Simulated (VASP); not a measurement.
Ge, 2 atoms in the cell. It takes space group I4_1/amd (No. 141, tetragonal). The conventional cell has a = 5.149 Å, b = 5.149 Å, c = 2.795 Å, α = 90.00°, β = 90.00°, γ = 90.00°. Within 3.5 Å of Ge (site symmetry -4m2) lie 10 Ge at 2.67 to 3.32 Å. 

* Program: VASP 6.6.1
* Task: relaxation of cell and atoms
* Functional: PBE
* Potentials or basis: VASP PAW PBE potentials, release 64 (Ge_d)
* Cutoff: 600 eV
* k mesh: 11 × 11 × 11
* Occupations: fermi-dirac, width 0.05 eV
* Spin: no spin polarisation
* Dipole correction: no
* Further INCAR settings: ALGO = Normal; EDIFF = 1e-06; IBRION = 2; EDIFFG = -0.02; NSW = 80; ISIF = 3

Potentials or basis: VASP PAW PBE potentials, release 64 (Ge_d).

Run with:

```bash
$ cat potpaw_PBE.64/Ge_d/POTCAR > POTCAR
$ mpirun -np 1 vasp_std > vasp.out
```

Hardware: 1 thread of Intel(R) Xeon(R) 6975P-C (Granite Rapids) (shared host).

Task: Estimate the wall time of this run.

Result: Run time: 2.4 min on 1 thread of Intel(R) Xeon(R) 6975P-C (Granite Rapids) (shared host), peak memory 0.25 GiB. Counts: scf iterations 47, k points 126, ion steps 8.
